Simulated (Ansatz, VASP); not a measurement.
# Two plane-wave programs on BN

```
CELL_PARAMETERS angstrom
0.00000 1.80750 1.80750
1.80750 0.00000 1.80750
1.80750 1.80750 0.00000
ATOMIC_POSITIONS crystal
B 0.00000 0.00000 0.00000
N 0.75000 0.75000 0.75000
```

Alike in both runs: task single point; functional r2SCAN; k mesh 7 × 7 × 7; no spin polarisation.

|  | VASP | Ansatz |
| --- | --- | --- |
| version | VASP 6.6.1 | Ansatz 0.2.0 |
| potentials or method | VASP PAW PBE potentials, release 64 (B, N), cutoff 660 eV | plane waves, PAW |
| occupations | gaussian, width 0.01 eV | fixed |
| valence electrons in the cell | 8 | 8 |

VASP gave:

- gap on the k mesh at the Fermi level (eV): 5.24
- pressure (GPa): -0.5

Q: Which values does Ansatz return?

A: gap on the k mesh at the Fermi level (eV): 5.26; pressure (GPa): -1.7.

VASP's potentials were made for PBE, not for r2SCAN.

The k mesh is coarse, so the values compare programs but aren't converged.
